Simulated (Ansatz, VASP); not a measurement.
## Sc in VASP and in Ansatz

INCAR

```
  ALGO = Fast
  EDIFF = 1E-6
  ENCUT = 520
  GGA = PE
  ISIF = 2
  ISMEAR = 0
  LASPH = True
  LCHARG = True
  LELF = True
  LREAL = False
  LVHAR = True
  LWAVE = False
  NBANDS = 30
  NELM = 100
  PREC = Accurate
  SIGMA = 0.1
```

File KPOINTS:

```
k-points
0
Gamma
  6 6 2
```

POSCAR

```
Sc
1.0
    3.5758864841      0.0000000000      0.0000000000
   -1.7879432421      3.0968085363      0.0000000000
    0.0000000000      0.0000000000      9.7392030258
Sc
4
Direct
    0.0000000000      0.0000000000      0.2500000000
    0.0000000000      0.0000000000      0.7500000000
    0.3333333333      0.6666666667      0.7500000000
    0.6666666667      0.3333333333      0.2500000000
```

Input for Ansatz:

```yaml
crystal:
  lattice:
    - [3.5758864841, 0.0, 0.0]
    - [-1.7879432421, 3.0968085363, 0.0]
    - [0.0, 0.0, 9.7392030258]
  atoms:
    - { symbol: Sc, position: [0.0, 0.0, 0.25] }
    - { symbol: Sc, position: [0.0, 0.0, 0.75] }
    - { symbol: Sc, position: [0.3333333333, 0.6666666667, 0.75] }
    - { symbol: Sc, position: [0.6666666667, 0.3333333333, 0.25] }
basis:
  ecutwfc: 420
kpoints:
  mp_grid: { grid: [6, 6, 2] }
hamiltonian:
  xc: pbe
scf:
  occupations: { method: gaussian, width: 0.1 }
  lower_state_search: "off"
output:
  forces: true
  stress: true
  eigenvalues: true
```

Alike in both runs: task single point; functional PBE; k mesh 6 × 6 × 2; occupations gaussian, width 0.1 eV; no spin polarisation.

|  | VASP | Ansatz |
| --- | --- | --- |
| version | VASP 6.6.1 | Ansatz 0.2.0 |
| potentials or method | VASP PAW PBE potentials, release 64 (Sc_sv), cutoff 520 eV | scalar-relativistic, plane waves, PAW |
| valence electrons in the cell | 44 | 44 |

```csv
,VASP,Ansatz,Ansatz less VASP
gap on the k mesh at the Fermi level (eV),none,none,-
pressure (GPa),19.3,17.6,-1.72
"traceless stress, the component that is largest in VASP (GPa)",-26.00,-24.23,+1.770
```

A gap of «none» marks a metal or a gap that the smearing closes. With one functional, cell and mesh, what is left measures potentials, basis and numerics.
